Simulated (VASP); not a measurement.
Write the native input for VASP 6.6.1 that does the following.

```
Task                   : single point
Functional             : PBEsol
Potentials or basis    : VASP PAW PBE potentials, release 64 (V_sv)
Cutoff                 : 520 eV
k mesh                 : 12 × 12 × 12
Occupations            : fermi-dirac, width 0.05 eV
Spin                   : collinear spin, ferromagnetic start
Starting moments       : [2.0] μB
Dipole correction      : no
Further INCAR settings : ALGO = Normal; EDIFF = 1e-06; NBANDS = 16
```

The structure of V lies in POSCAR:

```
V
1.0
   -1.4554454420      1.4554454420      1.4554454420
    1.4554454420     -1.4554454420      1.4554454420
    1.4554454420      1.4554454420     -1.4554454420
V
1
Direct
    0.0000000000      0.0000000000      0.0000000000
```

One way to write it, as run:

INCAR

```
SYSTEM = V
PREC = Accurate
ENCUT = 520
EDIFF = 1E-6
ISMEAR = -1
SIGMA = 0.05
LREAL = .FALSE.
LASPH = .TRUE.
NELM = 150
ALGO = Normal
ISIF = 2
LWAVE = .FALSE.
LCHARG = .FALSE.
ISPIN = 2
MAGMOM = 2
LORBIT = 11
LMAXMIX = 4
GGA = PS
NBANDS = 16
```

KPOINTS

```
regular mesh
0
G
  12 12 12
  0 0 0
```

Potentials or basis: VASP PAW PBE potentials, release 64 (V_sv).

The run is started by

```bash
$ cat potpaw_PBE.64/V_sv/POTCAR > POTCAR
$ mpirun -np 1 vasp_std > vasp.out
```

It gave:

* Pressure: 10.3 GPa
* Net moment: 0.00 μB per cell
* Valence electrons inside the program's atomic spheres: V 11.83

Caveat: the PAW data sets were made with another functional, which shifts forces and pressure a little.

Wall time 45 s on 1 thread of Intel Xeon 8259CL (shared host), peak memory 0.14 GiB.
